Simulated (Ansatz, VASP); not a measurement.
One calculation of ZnSe, two programs

```
CELL_PARAMETERS angstrom
0.00000 2.81666 2.81666
2.81666 0.00000 2.81666
2.81666 2.81666 0.00000
ATOMIC_POSITIONS crystal
Zn 0.00000 0.00000 0.00000
Se 0.25000 0.25000 0.25000
```

Alike in both runs: functional PBEsol; k mesh 8 × 8 × 8; occupations gaussian, width 0.02 eV; no spin polarisation.

Ansatz relaxed the structure, and its values are those at the end. VASP's run is a single point on that final structure, the one shown.

|  | VASP | Ansatz |
| --- | --- | --- |
| version | VASP 6.6.1 | Ansatz 0.2.0 |
| potentials or method | VASP PAW PBE potentials, release 64 (Zn, Se), cutoff 500 eV | scalar-relativistic, plane waves, PAW |
| valence electrons in the cell | 18 | 28 |

Ansatz gave:

```
gap on the k mesh at the Fermi level (eV) : 1.24
least direct gap on the mesh (eV)         : 1.24
pressure (GPa)                            : 0.0
```

**Question.** Which values does VASP return?

**Answer.** gap on the k mesh at the Fermi level (eV): 1.24; least direct gap on the mesh (eV): 1.24; pressure (GPa): 0.3.

VASP's potentials were made for PBE, not for PBEsol, and Ansatz warns of the same on its side. VASP's potentials hold 18 valence electrons a cell and Ansatz's 28, so a difference there can come from the potentials and not from the codes.
